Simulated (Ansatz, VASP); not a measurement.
**Two plane-wave programs on InP**

```xyz
8
Lattice="3.8602 0.0000 0.0000 -1.9301 3.3430 0.0000 0.0000 0.0000 26.0314" Properties=species:S:1:pos:R:3 pbc="T T T"
P     0.0000    2.2287    7.5000
P     0.0000    0.0000   10.6518
P     1.9301    1.1143   13.8037
P     0.0000    2.2287   16.9555
In    1.9301    1.1143    9.0759
In    0.0000    2.2287   12.2277
In    0.0000    0.0000   15.3796
In    1.9301    1.1143   18.5314
```

Alike in both runs: task single point; functional PBEsol; k mesh 9 × 9 × 1; occupations gaussian, width 0.1 eV; no spin polarisation.

|  | VASP | Ansatz |
| --- | --- | --- |
| version | VASP 6.6.1 | Ansatz 0.2.0 |
| potentials or method | VASP PAW PBE potentials, release 64 (P, In_d), cutoff 520 eV | scalar-relativistic, plane waves, PAW |
| valence electrons in the cell | 72 | 72 |

Ansatz gave:

```
gap on the k mesh at the Fermi level (eV)  : none
rms of the force components (eV/Å)         : 0.221
work function, face that differs most (eV) : 4.49
```

**Question.** Which values does VASP return?

**Answer.** gap on the k mesh at the Fermi level (eV): none; rms of the force components (eV/Å): 0.221; work function, face that differs most (eV): 4.48.

VASP's potentials were made for PBE, not for PBEsol. A gap of «none» marks a metal or a gap that the smearing closes. Ansatz's warnings: xc potential rough in thin density.
